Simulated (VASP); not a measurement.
Wanted: the native input for a VASP 6.6.1 run.

| Item | Value |
| --- | --- |
| Task | single point |
| Functional | PBE |
| Potentials or basis | VASP PAW PBE potentials, release 64 (La, Na_pv) |
| Cutoff | 520 eV |
| k mesh | 7 × 7 × 4 |
| Occupations | fermi-dirac, width 0.05 eV |
| Spin | no spin polarisation |
| Dipole correction | no |
| Further INCAR settings | ALGO = Normal; EDIFF = 1e-06; NBANDS = 16 |

The structure of NaLa lies in POSCAR:

```
NaLa
1.0
    3.5341257533      0.0000000000      0.0000000000
   -1.7670628766      3.0606426825      0.0000000000
    0.0000000000      0.0000000000      6.4837820000
La Na
1 1
Direct
    0.3333333333      0.6666666667      0.5000000000
    0.0000000000      0.0000000000      0.0000000000
```

These files were run (other wordings do the same):

INCAR

```
PREC     = Accurate       # precision mode
ENCUT    = 520            # plane-wave cutoff, eV
EDIFF    = 1E-6           # SCF threshold, eV
ISMEAR   = -1             # smearing method
SIGMA    = 0.05           # smearing width, eV
LREAL    = False          # projectors in reciprocal space
LASPH    = True           # aspherical terms in the spheres
NELM     = 60             # most SCF steps
ALGO     = Normal         # electronic algorithm
ISIF     = 2              # what is computed and relaxed
LWAVE    = False          # write WAVECAR
LCHARG   = True           # write CHGCAR
GGA      = PE             # functional
LELF     = True           # ELF
LVHAR    = True         
NBANDS   = 16             # bands
```

KPOINTS

```
regular mesh
0
Gamma
  7 7 4
```

Potentials or basis: VASP PAW PBE potentials, release 64 (La, Na_pv).

Run with:

```console
$ cat potpaw_PBE.64/La/POTCAR potpaw_PBE.64/Na_pv/POTCAR > POTCAR
$ mpirun -np 1 vasp_std > vasp.out
```

Results of the run:

```yaml
Pressure: 0.6 GPa
Band_gap_on_the_k_mesh: zero (band 9 reaches 4.91 eV, above the bottom of band 10 at 4.16 eV)
```

Caveat: spin-orbit coupling is left out, which moves the levels of the heavy elements.

Wall time 13 s on 1 thread of Intel(R) Xeon(R) 6975P-C (Granite Rapids) (shared host), peak memory 0.2 GiB.
